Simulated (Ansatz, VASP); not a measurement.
Two plane-wave programs on Pd

Contents of INCAR:

```
SYSTEM = Pd
PREC = Accurate ; ENCUT = 520
EDIFF = 1E-7 ; ISMEAR = -1
SIGMA = 0.05 ; LREAL = .False.
LASPH = .True. ; NELM = 150
ALGO = Normal ; ISIF = 2
LWAVE = .False. ; LCHARG = .False.
ISPIN = 2 ; MAGMOM = 0.458 0.458
LORBIT = 11 ; LMAXMIX = 4
GGA = PE ; NBANDS = 21
```

File KPOINTS:

```
regular mesh
0
Gamma
  15 15 15
  0 0 0
```

File POSCAR:

```
Pd
1.0
    0.0000000000      2.9042439314      2.9042439314
    2.9042439314      0.0000000000      2.9042439314
    2.9042439314      2.9042439314      0.0000000000
Pd
2
Direct
    0.1250000000      0.1250000000      0.1250000000
    0.8750000000      0.8750000000      0.8750000000
```

Input for Ansatz:

```yaml
crystal:
  lattice:
    - [0.0, 2.9042439314, 2.9042439314]
    - [2.9042439314, 0.0, 2.9042439314]
    - [2.9042439314, 2.9042439314, 0.0]
  atoms:
    - { symbol: Pd, position: [0.125, 0.125, 0.125], spin: 0.458 }
    - { symbol: Pd, position: [0.875, 0.875, 0.875], spin: 0.458 }
hamiltonian:
  xc: pbe
  pseudopotentials:
    kind: paw
    azcp:
      Pd: "pseudopotentials/Pd.paw.azcp"
basis:
  ecutwfc: 420
  fft_grid_basis: typed
kpoints:
  mp_grid: { grid: [15, 15, 15], shift: [0, 0, 0] }
magnetization:
  spin_polarized: true
scf:
  occupations: { method: fermi_dirac, width: 0.05 }
output:
  stress: true
```

Alike in both runs: task single point; functional PBE; k mesh 15 × 15 × 15; occupations fermi-dirac, width 0.05 eV; collinear spin.

|  | VASP | Ansatz |
| --- | --- | --- |
| version | VASP 6.6.1 | Ansatz 0.2.0 |
| potentials or method | VASP PAW PBE potentials, release 64 (Pd), cutoff 520 eV | plane waves (420 eV) with PAW, scalar-relativistic |
| valence electrons in the cell | 20 | 36 |

VASP gave:

- pressure (GPa): -0.3
- net moment per atom (μB): 0.47
- size of the moment on the site where the two differ most (μB): 0.46

Question: Estimate Ansatz's values.

Answer: Pressure (GPa): 0.0; net moment per atom (μB): 0.47; size of the moment on the site where the two differ most (μB): 0.46.

Site moments also hang on the region over which each program counts them. VASP's potentials hold 20 valence electrons a cell and Ansatz's 36, so a difference there can come from the potentials and not from the codes.
